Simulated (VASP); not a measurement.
# Ni (Fm-3m) in VASP: single point with LDA

Aim: the single point of Ni with LDA.

Program: VASP 6.6.1. These are calculated values, not measurements. Logs are shortened: lines on timing, memory, paths and dates and some standing lists are left out, and cuts for length are marked.

### 1 The cell of the first run

The structure is cubic, space group Fm-3m (No. 225). Conventional cell: a = 3.517 Å, b = 3.517 Å, c = 3.517 Å, α = 90.00°, β = 90.00°, γ = 90.00°. Within 3.3 Å of Ni (site symmetry m-3m) lie 12 Ni at 2.49 Å.

### 2 Single point, LDA, collinear spin, ferromagnetic start

INCAR reads:

```
SYSTEM = Ni
ALGO = Normal ; EDIFF = 1E-6
ENCUT = 690 ; GGA_COMPAT = .FALSE.
ISIF = 2 ; ISMEAR = 0
ISPIN = 2 ; LASPH = .TRUE.
LCHARG = .TRUE. ; LELF = .TRUE.
LMAXMIX = 4 ; LORBIT = 11
LREAL = .FALSE. ; LVHAR = .TRUE.
LWAVE = .FALSE. ; MAGMOM = 2
NBANDS = 19 ; NELM = 200
PREC = Accurate ; SIGMA = 0.1
```

KPOINTS reads:

```
k-points
0
G
  12 12 12
  0 0 0
```

POSCAR reads:

```
Ni
1.0
    0.0000000000      1.7584000000      1.7584000000
    1.7584000000      0.0000000000      1.7584000000
    1.7584000000      1.7584000000      0.0000000000
Ni
1
Direct
    0.0000000000      0.0000000000      0.0000000000
```

Potentials or basis: VASP PAW LDA potentials, release 64 (Ni_sv_GW).

The run is started by

```bash
$ cat potpaw_LDA.64/Ni_sv_GW/POTCAR > POTCAR
$ mpirun -np 1 vasp_std > vasp.out
```

OUTCAR:

```text
SYSTEM = Ni
   EDIFF = 1E-6
   ENCUT = 690
   ISIF = 2
   ISMEAR = 0
   ISPIN = 2
   LASPH = .TRUE.
   LORBIT = 11
   LREAL = .FALSE.
   NELM = 200
   PREC = Accurate

 ion  position               nearest neighbor table
   1  0.000  0.000  0.000-

  LATTYP: Found a face centered cubic cell.
 ALAT       =     3.5168000000

  Lattice vectors:

 A1 = (   0.0000000000,   1.7584000000,   1.7584000000)
 A2 = (   1.7584000000,   0.0000000000,   1.7584000000)
 A3 = (   1.7584000000,   1.7584000000,   0.0000000000)

Analysis of symmetry for initial positions (statically):
=====================================================================
 Subroutine PRICEL returns:
 Original cell was already a primitive cell.

 Routine SETGRP: Setting up the symmetry group for a
 face centered cubic supercell.

 Subroutine GETGRP returns: Found 48 space group operations
 (whereof 48 operations were pure point group operations)
 out of a pool of 48 trial point group operations.

The static configuration has the point symmetry O_h .

Analysis of symmetry for dynamics (positions and initial velocities):
=====================================================================
 Subroutine PRICEL returns:
 Original cell was already a primitive cell.

 Routine SETGRP: Setting up the symmetry group for a
 face centered cubic supercell.

 Subroutine GETGRP returns: Found 48 space group operations
 (whereof 48 operations were pure point group operations)
 out of a pool of 48 trial point group operations.

The dynamic configuration has the point symmetry O_h .

Analysis of structural, dynamic, and magnetic symmetry:
=====================================================================
 Subroutine PRICEL returns:
 Original cell was already a primitive cell.

 Routine SETGRP: Setting up the symmetry group for a
 face centered cubic supercell.

 Subroutine GETGRP returns: Found 48 space group operations
 (whereof 48 operations were pure point group operations)
 out of a pool of 48 trial point group operations.

The overall configuration has the point symmetry O_h .

 Subroutine INISYM returns: Found 48 space group operations
 (whereof 48 operations are pure point group operations),
 and found     1 'primitive' translations

----------------------------------------------------------------------------------------

                                     Primitive cell

  volume of cell :      10.8738

  direct lattice vectors                    reciprocal lattice vectors
     0.000000000  1.758400000  1.758400000    -0.284349409  0.284349409  0.284349409
     1.758400000  0.000000000  1.758400000     0.284349409 -0.284349409  0.284349409
     1.758400000  1.758400000  0.000000000     0.284349409  0.284349409 -0.284349409

  length of vectors
     2.486753128  2.486753128  2.486753128     0.492507623  0.492507623  0.492507623

  position of ions in fractional coordinates (direct lattice)
     0.000000000  0.000000000  0.000000000

  ion indices of the primitive-cell ions
   primitive index   ion index
                 1           1

----------------------------------------------------------------------------------------

 KPOINTS: k-points

Automatic generation of k-mesh.
 Grid dimensions read from file:
 generate k-points for:   12   12   12

 Generating k-lattice:

  Cartesian coordinates                     Fractional coordinates (reciprocal lattice)
    -0.023695784  0.023695784  0.023695784     0.083333333  0.000000000  0.000000000
     0.023695784 -0.023695784  0.023695784     0.000000000  0.083333333  0.000000000
     0.023695784  0.023695784 -0.023695784     0.000000000  0.000000000  0.083333333

  Length of vectors
     0.041042302  0.041042302  0.041042302

  Shift w.r.t. Gamma in fractional coordinates (k-lattice)
     0.000000000  0.000000000  0.000000000

 Subroutine IBZKPT returns following result:
 ===========================================

 Found     72 irreducible k-points:

 Following reciprocal coordinates:
            Coordinates               Weight
  0.000000  0.000000  0.000000      1.000000
  0.083333  0.000000  0.000000      8.000000
  0.166667  0.000000  0.000000      8.000000
  0.250000  0.000000  0.000000      8.000000
  0.333333  0.000000  0.000000      8.000000
  0.416667  0.000000  0.000000      8.000000
[... 16 lines left out ...]
  0.500000  0.166667  0.000000     24.000000
 -0.416667  0.166667  0.000000     24.000000
 [... further k-points ...]
   k-points           NKPTS =     72   k-points in BZ     NKDIM =     72   number of bands    NBANDS=     19
   number of dos      NEDOS =    301   number of ions     NIONS =      1
   total plane-waves  NPLWV =  13824
   dimension x,y,z NGX =    24 NGY =   24 NGZ =   24
   dimension x,y,z NGXF=    48 NGYF=   48 NGZF=   48
   ions per type =               1
   NGX,Y,Z   is equivalent  to a cutoff of  16.04, 16.04, 16.04 a.u.
   NGXF,Y,Z  is equivalent  to a cutoff of  32.09, 32.09, 32.09 a.u.
 SYSTEM =  Ni
   PREC   = accura    normal or accurate (medium, high low for compatibility)
   ISTART =      0    job   : 0-new  1-cont  2-samecut
   ICHARG =      2    charge: 1-file 2-atom 10-const
   ISPIN  =      2    spin polarized calculation?
   LNONCOLLINEAR =      F non collinear calculations
   LSORBIT =      F    spin-orbit coupling
   LASPH  =      T    aspherical Exc in radial PAW
   ENCUT  =  690.0 eV  50.71 Ry    7.12 a.u.   5.33  5.33  5.33*2*pi/ulx,y,z
   NELM   =    200;   NELMIN=  2; NELMDL= -5     # of ELM steps
   EDIFF  = 0.1E-05   stopping-criterion for ELM
   LREAL  =      F    real-space projection
   EDIFFG = 0.1E-04   stopping-criterion for IOM
   NSW    =      0    number of steps for IOM
   IBRION =     -1    ionic relax: 0-MD 1-quasi-New 2-CG
   NFREE  =      0    steps in history (QN), initial steepest desc. (CG)
   ISIF   =      2    stress and relaxation
   ISYM   =      2    0-nonsym 1-usesym 2-fastsym
   POTIM  = 0.5000    time-step for ionic-motion
   TEBEG  =    0.0;   TEEND  =   0.0 temperature during run
   PSTRESS=    0.0 pullay stress
   NELECT =      18.0000    total number of electrons
   NUPDOWN=      -1.0000    fix difference up-down
   EMIN   =  10.00;   EMAX   =-10.00  energy-range for DOS
   EFERMI =   0.00;   METHOD = LEGACY
   ISMEAR =     0;   SIGMA  =   0.10  broadening in eV -4-tet -1-fermi 0-gaus
   EFERMI_NEDOS =   21; number of points for ismear=-14 and -15
   IALGO  =     38    algorithm
   IMIX   =      4    mixing-type and parameters
     AMIX     =   0.40;   BMIX     =  1.00
     AMIX_MAG =   1.60;   BMIX_MAG =  1.00
  volume/ion in A,a.u.               =      10.87        73.38
  Fermi-wavevector in a.u.,A,eV,Ry     =   1.936591  3.659627 51.027101  3.750386
  Thomas-Fermi vector in A             =   2.967378
   LORBIT       =     11    0 simple, 1 ext, 2 COOP (PROOUT), +10 PAW based schemes
   GGA     = CA    functional components
   LHFCALC =     F    Hartree Fock is set to
   AEXX    =    0.0000 exact exchange contribution
   IVDW    =     0    specifies the selected vdW correction
   LEPSILON=     F    determine dielectric tensor
   LRPA    =     F    only Hartree local field effects (RPA)
 spin polarized calculation
 Gauss-broadening in eV      SIGMA  =   0.10
  energy-cutoff  :      690.00
  volume of cell :       10.87
 maximum number of plane-waves:       459
 NGX is ok and might be reduce to    24
   NGX = 11   NGY = 11   NGZ = 11

 number of electron      18.0000007 magnetization       0.6156144

 Free energy of the ion-electron system (eV)
  ---------------------------------------------------
  ext. energy  EPLUGINS =         0.00000000
  ---------------------------------------------------
  free energy    TOTEN  =        -7.41500114 eV

  energy without entropy =       -7.40362692  energy(sigma->0) =       -7.40931403

 E-fermi :   7.4315     XC(G=0): -14.3244

 val. band max:        7.4307324425   @ k =   0.5000   0.1667   0.0833
 cond. band min:       7.4334191057   @ k =   0.4167   0.2500   0.0833
 fundamental gap:      0.0026866631
 Fermi energy:         7.4314886336

 spin component 1

 k-point     1 :       0.0000    0.0000    0.0000
  band No.  band energies     occupation
      1     -95.0539      1.00000
      2     -55.9089      1.00000
      3     -55.9089      1.00000
      4     -55.9089      1.00000
      5      -1.6536      1.00000
      6       5.0513      1.00000
[... 11 lines left out ...]
     18      41.0996      0.00000
     19      47.0924      0.00000

 k-point     2 :       0.0833    0.0000    0.0000
  band No.  band energies     occupation
      1     -95.0511      1.00000
      2     -55.9239      1.00000
      3     -55.9110      1.00000
      4     -55.9110      1.00000
      5      -1.3823      1.00000
      6       4.9811      1.00000
[... 476 lines left out ...]
 k-point    24 :      -0.4167    0.1667    0.0000
  band No.  band energies     occupation
      1     -95.0146      1.00000
      2     -56.1152      1.00000
      3     -55.9823      1.00000
      4     -55.9503      1.00000
      5       3.1395      1.00000
      6       4.6329      1.00000
[... 11 lines left out ...]
     18      49.1915      0.00000
     19      50.1554      0.00000

 [... further k-points ...]

 spin component 2

 k-point     1 :       0.0000    0.0000    0.0000
  band No.  band energies     occupation
      1     -94.3004      1.00000
      2     -55.1772      1.00000
      3     -55.1772      1.00000
      4     -55.1772      1.00000
      5      -1.6183      1.00000
      6       5.6872      1.00000
[... 11 lines left out ...]
     18      41.0559      0.00000
     19      47.2486      0.00000

 k-point     2 :       0.0833    0.0000    0.0000
  band No.  band energies     occupation
      1     -94.2976      1.00000
      2     -55.1926      1.00000
      3     -55.1793      1.00000
      4     -55.1793      1.00000
      5      -1.3465      1.00000
      6       5.6098      1.00000
[... 476 lines left out ...]
 k-point    24 :      -0.4167    0.1667    0.0000
  band No.  band energies     occupation
      1     -94.2600      1.00000
      2     -55.3900      1.00000
      3     -55.2528      1.00000
      4     -55.2197      1.00000
      5       3.5514      1.00000
      6       5.0901      1.00000
[... 11 lines left out ...]
     18      49.3005      0.00000
     19      50.2825      0.00000

 [... further k-points ...]

------------------------ aborting loop because EDIFF is reached ----------------------------------------

  FORCE on cell =-STRESS in cart. coord.  units (eV):
  Direction    XX          YY          ZZ          XY          YZ          ZX
  --------------------------------------------------------------------------------------
  -------------------------------------------------------------------------------------
  Total       -1.1899872     -1.1899872     -1.1899872      0.0000000      0.0000000      0.0000000
  in kB     -175.3354909   -175.3354909   -175.3354909      0.0000000      0.0000000      0.0000000
  external PRESSURE =    -175.3354909 kB  Pullay stress =       0.0000000 kB

 VOLUME and BASIS-vectors are now :
 -----------------------------------------------------------------------------
  energy-cutoff  :      690.00
  volume of cell :       10.87
      direct lattice vectors                 reciprocal lattice vectors
     0.000000000  1.758400000  1.758400000    -0.284349409  0.284349409  0.284349409
     1.758400000  0.000000000  1.758400000     0.284349409 -0.284349409  0.284349409
     1.758400000  1.758400000  0.000000000     0.284349409  0.284349409 -0.284349409

 POSITION                                       TOTAL-FORCE (eV/Angst)
 -----------------------------------------------------------------------------------
      0.00000      0.00000      0.00000        -0.000000      0.000000      0.000000
 -----------------------------------------------------------------------------------
    total drift:                               -0.000000     -0.000000     -0.000000

  FREE ENERGIE OF THE ION-ELECTRON SYSTEM (eV)
  ---------------------------------------------------
  free  energy   TOTEN  =        -7.4150011427 eV

  energy  without entropy=       -7.4036269190  energy(sigma->0) =       -7.40931403

 total charge

# of ion       s       p       d       f       tot
--------------------------------------------------
    1        2.241   6.291   7.813   0.005  16.351

 magnetization (x)

# of ion       s       p       d       f       tot
--------------------------------------------------
    1       -0.001  -0.012   0.658  -0.000   0.644
```

Wall time 44 s (1 thread of Intel Xeon Platinum 8488C (Sapphire Rapids), shared host); peak memory 0.17 GiB.

What came out:

- Free energy: -7.4150 eV
- Pressure: -17.5 GPa
- Net moment: 0.62 μB per cell
- Site moments: Ni +0.64 μB
- Valence electrons inside the program's atomic spheres: Ni 16.35

Levels at points of the mesh, in eV from the Fermi level:
Spin up:
| k point | band 6 | band 7 | band 8 | band 9 | band 10 | band 11 | band 12 | band 13 |
| --- | --- | --- | --- | --- | --- | --- | --- | --- |
| (0.00, 0.00, 0.00) | -2.38 | -2.38 | -2.38 | -1.21 | -1.21 | 23.56 | 27.40 | 27.40 |
| (0.50, 0.00, 0.00) | -2.38 | -2.38 | -0.52 | -0.52 | -0.33 | 5.67 | 22.12 | 24.46 |
| (0.50, 0.50, 0.00) | -4.18 | -0.49 | -0.37 | -0.37 | 2.37 | 9.22 | 14.69 | 14.69 |
Spin down:
```csv
k point,band 5,band 6,band 7,band 8,band 9,band 10,band 11,band 12,band 13,band 14
"(0.00, 0.00, 0.00)",-9.05,-1.74,-1.74,-1.74,-0.63,-0.63,23.53,27.44,27.44,27.44
"(0.50, 0.00, 0.00)",-4.47,-1.81,-1.81,-0.31,0.16,0.16,6.06,22.08,24.57,24.57
"(0.50, 0.50, 0.00)",-4.30,-3.65,0.12,0.36,0.36,2.42,9.51,14.75,14.75,19.88
```

Caveat: the cell stands under tension.
